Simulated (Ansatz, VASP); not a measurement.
**HCN: VASP beside Ansatz**

```
C N H
1.0
    14.00000    0.00000    0.00000
     0.00000   14.50000    0.00000
     0.00000    0.00000   15.00000
C N H
1 1 1
Direct
  0.49739 0.49950 0.50031
  0.57812 0.50152 0.49913
  0.42188 0.49848 0.50087
```

Alike in both runs: task relaxation of the atoms; functional PBE; dispersion D3(BJ); k mesh 1 × 1 × 1; occupations gaussian, width 0.005 eV; no spin polarisation.

```csv
,VASP,Ansatz
version,VASP 6.6.1,Ansatz 0.2.0
potentials or method,"VASP PAW PBE potentials, release 64 (C, N, H), cutoff 520 eV","scalar-relativistic, plane waves, PAW"
valence electrons in the cell,10,10
```

```csv
,VASP,Ansatz,Ansatz less VASP
"gap on the k mesh at the Fermi level, each at its own relaxed structure (eV)",7.84,7.88,+0.036
```

Noted on VASP's run: the standard files for N, O and F lose accuracy on very short bonds.
